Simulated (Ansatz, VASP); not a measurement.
One calculation of Sc, two programs

```
Sc
1.0
     0.00000    2.27050    2.24779
     2.27050    0.00000    2.24779
     2.27050    2.27050    0.00000
Sc
1
Direct
  0.00000 0.00000 0.00000
```

Change from the starting cell: zz strain of -1 %.

Alike in both runs: task single point; functional PBEsol; k mesh 12 × 12 × 12; occupations fermi-dirac, width 0.03 eV; no spin polarisation.

|  | VASP | Ansatz |
| --- | --- | --- |
| version | VASP 6.6.1 | Ansatz 0.2.0 |
| potentials or method | VASP PAW PBE potentials, release 64 (Sc_sv), cutoff 520 eV | all-electron LAPW, scalar-relativistic |

```csv
,VASP,Ansatz,Ansatz less VASP
pressure (GPa),1.0,1.0,0.00
"traceless stress, the component that is largest in VASP (GPa)",0.22,0.22,0.000
```

VASP's potentials were made for PBE, not for PBEsol. Ansatz ran all-electron here, and VASP with PAW potentials.
